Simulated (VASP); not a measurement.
# NaH (Pm-3m) in VASP: single point with PBEsol

Aim: the single point of NaH with PBEsol.

Everything below comes from runs of VASP 6.6.1. Logs are shortened: lines on timing, memory, paths and dates and some standing lists are left out, and cuts for length are marked.

## (1) The cell of the first run

Symmetry: Pm-3m, No. 221, cubic system. Conventional cell: a = 2.955 Å, b = 2.955 Å, c = 2.955 Å, α = 90.00°, β = 90.00°, γ = 90.00°. Na (site symmetry m-3m) has 8 H at 2.56 Å and 6 Na at 2.96 Å within 3.4 Å. Within 3.4 Å of H (site symmetry m-3m) lie 8 Na at 2.56 Å and 6 H at 2.96 Å.

## (2) Single point, PBEsol

INCAR reads:

```
SYSTEM = NaH
  ALGO = Normal
  EDIFF = 1E-6
  ENCUT = 500
  GGA = PS
  GGA_COMPAT = .FALSE.
  ISIF = 2
  ISMEAR = 0
  LASPH = .TRUE.
  LCHARG = .FALSE.
  LREAL = .FALSE.
  LWAVE = .FALSE.
  NBANDS = 11
  NELM = 120
  PREC = Accurate
  SIGMA = 0.01
```

KPOINTS reads:

```
k-points
0
G
  6 6 6
  0 0 0
```

POSCAR reads:

```
NaH
1.0
    2.9551240000      0.0000000000      0.0000000000
    0.0000000000      2.9551240000      0.0000000000
    0.0000000000      0.0000000000      2.9551240000
Na H
1 1
Direct
    0.0000000000      0.0000000000      0.0000000000
    0.5000000000      0.5000000000      0.5000000000
```

Potentials or basis: VASP PAW PBE potentials, release 64 (Na_pv, H).

Started as:

```bash
> cat potpaw_PBE.64/Na_pv/POTCAR potpaw_PBE.64/H/POTCAR > POTCAR
> mpirun -np 1 vasp_std > vasp.out
```

OUTCAR:

```text
SYSTEM = NaH
   EDIFF = 1E-6
   ENCUT = 500
   GGA = PS
   ISIF = 2
   ISMEAR = 0
   LASPH = .TRUE.
   LREAL = .FALSE.
   NELM = 120
   PREC = Accurate

 ion  position               nearest neighbor table
   1  0.000  0.000  0.000-
   2  0.500  0.500  0.500-

  LATTYP: Found a simple cubic cell.
 ALAT       =     2.9551240000

  Lattice vectors:

 A1 = (   2.9551240000,   0.0000000000,   0.0000000000)
 A2 = (   0.0000000000,   2.9551240000,   0.0000000000)
 A3 = (   0.0000000000,   0.0000000000,   2.9551240000)

Analysis of symmetry for initial positions (statically):
=====================================================================
 Subroutine PRICEL returns:
 Original cell was already a primitive cell.

 Routine SETGRP: Setting up the symmetry group for a
 simple cubic supercell.

 Subroutine GETGRP returns: Found 48 space group operations
 (whereof 48 operations were pure point group operations)
 out of a pool of 48 trial point group operations.

The static configuration has the point symmetry O_h .

Analysis of symmetry for dynamics (positions and initial velocities):
=====================================================================
 Subroutine PRICEL returns:
 Original cell was already a primitive cell.

 Routine SETGRP: Setting up the symmetry group for a
 simple cubic supercell.

 Subroutine GETGRP returns: Found 48 space group operations
 (whereof 48 operations were pure point group operations)
 out of a pool of 48 trial point group operations.

The dynamic configuration has the point symmetry O_h .

 Subroutine INISYM returns: Found 48 space group operations
 (whereof 48 operations are pure point group operations),
 and found     1 'primitive' translations

----------------------------------------------------------------------------------------

                                     Primitive cell

  volume of cell :      25.8064

  direct lattice vectors                    reciprocal lattice vectors
     2.955124000  0.000000000  0.000000000     0.338395275  0.000000000  0.000000000
     0.000000000  2.955124000  0.000000000     0.000000000  0.338395275  0.000000000
     0.000000000  0.000000000  2.955124000     0.000000000  0.000000000  0.338395275

  length of vectors
     2.955124000  2.955124000  2.955124000     0.338395275  0.338395275  0.338395275

  position of ions in fractional coordinates (direct lattice)
     0.000000000  0.000000000  0.000000000
     0.500000000  0.500000000  0.500000000

  ion indices of the primitive-cell ions
   primitive index   ion index
                 1           1
                 2           2

----------------------------------------------------------------------------------------

 KPOINTS: k-points

Automatic generation of k-mesh.
 Grid dimensions read from file:
 generate k-points for:    6    6    6

 Generating k-lattice:

  Cartesian coordinates                     Fractional coordinates (reciprocal lattice)
     0.056399213  0.000000000  0.000000000     0.166666667  0.000000000  0.000000000
     0.000000000  0.056399213  0.000000000     0.000000000  0.166666667  0.000000000
     0.000000000  0.000000000  0.056399213     0.000000000  0.000000000  0.166666667

  Length of vectors
     0.056399213  0.056399213  0.056399213

  Shift w.r.t. Gamma in fractional coordinates (k-lattice)
     0.000000000  0.000000000  0.000000000

 Subroutine IBZKPT returns following result:
 ===========================================

 Found     20 irreducible k-points:

 Following reciprocal coordinates:
            Coordinates               Weight
  0.000000  0.000000  0.000000      1.000000
  0.166667  0.000000  0.000000      6.000000
  0.333333  0.000000  0.000000      6.000000
  0.500000  0.000000  0.000000      3.000000
  0.166667  0.166667  0.000000     12.000000
  0.333333  0.166667  0.000000     24.000000
[... 12 lines left out ...]
  0.500000  0.500000  0.333333      6.000000
  0.500000  0.500000  0.500000      1.000000
   k-points           NKPTS =     20   k-points in BZ     NKDIM =     20   number of bands    NBANDS=     11
   number of dos      NEDOS =    301   number of ions     NIONS =      2
   total plane-waves  NPLWV =  13824
   dimension x,y,z NGX =    24 NGY =   24 NGZ =   24
   dimension x,y,z NGXF=    48 NGYF=   48 NGZF=   48
   ions per type =               1   1
   NGX,Y,Z   is equivalent  to a cutoff of  13.50, 13.50, 13.50 a.u.
   NGXF,Y,Z  is equivalent  to a cutoff of  27.00, 27.00, 27.00 a.u.
 SYSTEM =  NaH
   PREC   = accura    normal or accurate (medium, high low for compatibility)
   ISTART =      0    job   : 0-new  1-cont  2-samecut
   ICHARG =      2    charge: 1-file 2-atom 10-const
   ISPIN  =      1    spin polarized calculation?
   LNONCOLLINEAR =      F non collinear calculations
   LSORBIT =      F    spin-orbit coupling
   LASPH  =      T    aspherical Exc in radial PAW
   ENCUT  =  500.0 eV  36.75 Ry    6.06 a.u.   5.39  5.39  5.39*2*pi/ulx,y,z
   NELM   =    120;   NELMIN=  2; NELMDL= -5     # of ELM steps
   EDIFF  = 0.1E-05   stopping-criterion for ELM
   LREAL  =      F    real-space projection
   EDIFFG = 0.1E-04   stopping-criterion for IOM
   NSW    =      0    number of steps for IOM
   IBRION =     -1    ionic relax: 0-MD 1-quasi-New 2-CG
   NFREE  =      0    steps in history (QN), initial steepest desc. (CG)
   ISIF   =      2    stress and relaxation
   ISYM   =      2    0-nonsym 1-usesym 2-fastsym
   POTIM  = 0.5000    time-step for ionic-motion
   TEBEG  =    0.0;   TEEND  =   0.0 temperature during run
   PSTRESS=    0.0 pullay stress
   NELECT =       8.0000    total number of electrons
   NUPDOWN=      -1.0000    fix difference up-down
   EMIN   =  10.00;   EMAX   =-10.00  energy-range for DOS
   EFERMI =   0.00;   METHOD = LEGACY
   ISMEAR =     0;   SIGMA  =   0.01  broadening in eV -4-tet -1-fermi 0-gaus
   EFERMI_NEDOS =   21; number of points for ismear=-14 and -15
   IALGO  =     38    algorithm
   IMIX   =      4    mixing-type and parameters
     AMIX     =   0.40;   BMIX     =  1.00
     AMIX_MAG =   1.60;   BMIX_MAG =  1.00
  volume/ion in A,a.u.               =      12.90        87.08
  Fermi-wavevector in a.u.,A,eV,Ry     =   1.107973  2.093765 16.702564  1.227604
  Thomas-Fermi vector in A             =   2.244494
   LORBIT       =      0    0 simple, 1 ext, 2 COOP (PROOUT), +10 PAW based schemes
   GGA     = PS    functional components
   LHFCALC =     F    Hartree Fock is set to
   AEXX    =    0.0000 exact exchange contribution
   IVDW    =     0    specifies the selected vdW correction
   LEPSILON=     F    determine dielectric tensor
   LRPA    =     F    only Hartree local field effects (RPA)
 non-spin polarized calculation
 Gauss-broadening in eV      SIGMA  =   0.01
  energy-cutoff  :      500.00
  volume of cell :       25.81
 maximum number of plane-waves:       691
 NGX is ok and might be reduce to    24
   NGX = 11   NGY = 11   NGZ = 11

 number of electron       8.0000007 magnetization

 Free energy of the ion-electron system (eV)
  ---------------------------------------------------
  ext. energy  EPLUGINS =         0.00000000
  ---------------------------------------------------
  free energy    TOTEN  =        -4.78599175 eV

  energy without entropy =       -4.78599175  energy(sigma->0) =       -4.78599175

 E-fermi :   1.4546     XC(G=0):  -8.2590

 val. band max:        1.3779851812   @ k =   0.5000   0.5000   0.5000
 cond. band min:       2.1774618239   @ k =   0.5000   0.0000   0.0000
 fundamental gap:      0.7994766427
 Fermi energy:         1.4545595374

 k-point     1 :       0.0000    0.0000    0.0000
  band No.  band energies     occupation
      1     -23.1217      2.00000
      2     -23.1217      2.00000
      3     -23.1217      2.00000
      4      -4.6966      2.00000
      5      10.0159      0.00000
      6      12.0754      0.00000
      7      12.0754      0.00000
      8      13.6682      0.00000
      9      13.6682      0.00000
     10      13.6682      0.00000
     11      26.9377      0.00000

 k-point     2 :       0.1667    0.0000    0.0000
  band No.  band energies     occupation
      1     -23.1677      2.00000
      2     -23.1177      2.00000
      3     -23.1177      2.00000
      4      -4.2622      2.00000
      5       7.5317      0.00000
      6      11.1433      0.00000
      7      12.5343      0.00000
      8      13.9978      0.00000
      9      13.9978      0.00000
     10      18.1120      0.00000
     11      23.8957      0.00000

 k-point     3 :       0.3333    0.0000    0.0000
  band No.  band energies     occupation
      1     -23.2584      2.00000
      2     -23.1097      2.00000
      3     -23.1097      2.00000
      4      -3.0945      2.00000
      5       3.9643      0.00000
      6      11.7620      0.00000
      7      13.8703      0.00000
      8      14.9137      0.00000
      9      14.9137      0.00000
     10      20.0525      0.00000
     11      20.6354      0.00000

 k-point     4 :       0.5000    0.0000    0.0000
  band No.  band energies     occupation
      1     -23.3032      2.00000
      2     -23.1057      2.00000
      3     -23.1057      2.00000
      4      -2.1313      2.00000
      5       2.1775      0.00000
      6      12.1565      0.00000
      7      15.3369      0.00000
      8      15.7155      0.00000
      9      15.7155      0.00000
     10      17.6349      0.00000
     11      19.0340      0.00000
[... 183 lines left out ...]
 k-point    18 :       0.5000    0.3333    0.3333
  band No.  band energies     occupation
      1     -23.2599      2.00000
      2     -23.2162      2.00000
      3     -23.2115      2.00000
      4       0.1874      2.00000
      5       5.6868      0.00000
      6       7.8226      0.00000
      7       8.9844      0.00000
      8      10.9241      0.00000
      9      12.2713      0.00000
     10      14.1853      0.00000
     11      19.9952      0.00000

 k-point    19 :       0.5000    0.5000    0.3333
  band No.  band energies     occupation
      1     -23.2531      2.00000
      2     -23.2531      2.00000
      3     -23.2082      2.00000
      4       0.7862      2.00000
      5       6.8674      0.00000
      6       6.8674      0.00000
      7       9.4987      0.00000
      8       9.5307      0.00000
      9      12.3010      0.00000
     10      12.3010      0.00000
     11      18.6982      0.00000

 k-point    20 :       0.5000    0.5000    0.5000
  band No.  band energies     occupation
      1     -23.2468      2.00000
      2     -23.2468      2.00000
      3     -23.2468      2.00000
      4       1.3780      2.00000
      5       8.0353      0.00000
      6       8.0353      0.00000
      7       8.0353      0.00000
      8      10.2552      0.00000
      9      10.2552      0.00000
     10      10.2552      0.00000
     11      17.3528      0.00000

------------------------ aborting loop because EDIFF is reached ----------------------------------------

  FORCE on cell =-STRESS in cart. coord.  units (eV):
  Direction    XX          YY          ZZ          XY          YZ          ZX
  --------------------------------------------------------------------------------------
  -------------------------------------------------------------------------------------
  Total       -0.0754924     -0.0754924     -0.0754924     -0.0000000      0.0000000     -0.0000000
  in kB       -4.6869131     -4.6869131     -4.6869131     -0.0000000      0.0000000     -0.0000000
  external PRESSURE =      -4.6869131 kB  Pullay stress =       0.0000000 kB

 VOLUME and BASIS-vectors are now :
 -----------------------------------------------------------------------------
  energy-cutoff  :      500.00
  volume of cell :       25.81
      direct lattice vectors                 reciprocal lattice vectors
     2.955124000  0.000000000  0.000000000     0.338395275  0.000000000  0.000000000
     0.000000000  2.955124000  0.000000000     0.000000000  0.338395275  0.000000000
     0.000000000  0.000000000  2.955124000     0.000000000  0.000000000  0.338395275

 POSITION                                       TOTAL-FORCE (eV/Angst)
 -----------------------------------------------------------------------------------
      0.00000      0.00000      0.00000         0.000000      0.000000      0.000000
      1.47756      1.47756      1.47756         0.000000      0.000000      0.000000
 -----------------------------------------------------------------------------------
    total drift:                                0.000000      0.000000      0.000000

  FREE ENERGIE OF THE ION-ELECTRON SYSTEM (eV)
  ---------------------------------------------------
  free  energy   TOTEN  =        -4.7859917466 eV

  energy  without entropy=       -4.7859917466  energy(sigma->0) =       -4.78599175
```

It took 5.2 s on 1 thread of Intel Xeon 6975P-C (Granite Rapids), shared host; peak memory 0.12 GiB.

What came out:

| Item | Value |
| --- | --- |
| Free energy | -4.7860 eV |
| Pressure | -0.5 GPa |
| Band gap on the k mesh | 0.80 eV (least direct gap 4.31 eV) |

Levels at points of the mesh, in eV from the valence-band top:
| k point | band 1 | band 2 | band 3 | band 4 | band 5 | band 6 | band 7 | band 8 | band 9 |
| --- | --- | --- | --- | --- | --- | --- | --- | --- | --- |
| (0.00, 0.00, 0.00) | -24.50 | -24.50 | -24.50 | -6.07 | 8.64 | 10.70 | 10.70 | 12.29 | 12.29 |
| (0.50, 0.00, 0.00) | -24.68 | -24.48 | -24.48 | -3.51 | 0.80 | 10.78 | 13.96 | 14.34 | 14.34 |
| (0.50, 0.50, 0.00) | -24.65 | -24.65 | -24.47 | -1.79 | 4.02 | 4.02 | 6.61 | 14.55 | 18.39 |
| (0.50, 0.50, 0.50) | -24.62 | -24.62 | -24.62 | 0.00 | 6.66 | 6.66 | 6.66 | 8.88 | 8.88 |

Caveat: the PAW data sets were made with another functional, which shifts forces and pressure a little.
